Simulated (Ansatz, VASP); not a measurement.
## SiC in VASP and in Ansatz

```xyz
4
Lattice="3.1384 0.0000 0.0000 -1.5692 2.7179 0.0000 0.0000 0.0000 5.0738" Properties=species:S:1:pos:R:3 pbc="T T T"
Si    0.0000    1.8119    0.0232
Si    1.5692    0.9060    2.5600
C     0.0000    1.8119    1.9302
C     1.5692    0.9060    4.4671
```

Change from the starting cell: strain +0.0150 x Voigt [1, 1, 0, 0, 0, 0], atoms carried along.

Alike in both runs: task single point; functional PBE; k mesh 12 × 12 × 6; occupations gaussian, width 0.05 eV; no spin polarisation.

```csv
,VASP,Ansatz
version,VASP 6.6.1,Ansatz 0.2.0
potentials or method,"VASP PAW PBE potentials, release 64 (Si, C), cutoff 520 eV","scalar-relativistic, plane waves, PAW"
valence electrons in the cell,16,16
```

```tsv
	VASP	Ansatz	Ansatz less VASP
gap on the k mesh at the Fermi level (eV)	2.41	2.41	+0.003
least direct gap on the mesh (eV)	3.75	3.75	+0.003
pressure (GPa)	-6.0	-6.0	+0.04
traceless stress, the component that is largest in VASP (GPa)	5.15	5.12	-0.030
rms of the force components (eV/Å)	0.070	0.070	+0.0002
```

Atom by atom the forces differ by 0.000 eV/Å (rms over components).
